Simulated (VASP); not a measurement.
Input of a VASP 6.6.1 run:

Contents of INCAR:

```
ALGO     = Fast           # electronic algorithm
EDIFF    = 1E-6           # SCF threshold, eV
ENCUT    = 520            # plane-wave cutoff, eV
GGA      = PE             # functional
ISIF     = 2              # what is computed and relaxed
ISMEAR   = 0              # smearing method
LASPH    = True           # aspherical terms in the spheres
LCHARG   = False          # write CHGCAR
LREAL    = False          # projectors in reciprocal space
LWAVE    = False          # write WAVECAR
NBANDS   = 23             # bands
NELM     = 100            # most SCF steps
PREC     = Accurate       # precision mode
SIGMA    = 0.1            # smearing width, eV
```

KPOINTS

```
k-points
0
Gamma
  8 8 12
```

Contents of POSCAR:

```
YTe2F
1.0
    6.1081217172      0.0000000000      0.0000000000
    0.0000000000      6.1081217172      0.0000000000
    0.0000000000      0.0000000000      4.2150381482
Y Te F
1 2 1
Direct
    0.0000000000      0.0000000000      0.0000000000
    0.5000000000      0.0000000000      0.0000000000
    0.0000000000      0.5000000000      0.0000000000
    0.0000000000      0.0000000000      0.5000000000
```

Potentials or basis: VASP PAW PBE potentials, release 64 (Y_sv, Te, F).

Command:

```console
$ cat potpaw_PBE.64/Y_sv/POTCAR potpaw_PBE.64/Te/POTCAR potpaw_PBE.64/F/POTCAR > POTCAR
$ mpirun -np 1 vasp_std > vasp.out
```

What does it give for the pressure?

0.0 GPa.

Predict the band gap on the k mesh.

zero (bands 15 and 16 overlap by 0.91 eV).

Stress tensor (GPa, compression positive):
```
-0.08  0.00  0.00
 0.00 -0.08  0.00
 0.00  0.00  0.05
```

Caveat: spin-orbit coupling is left out, which moves the levels of the heavy elements.
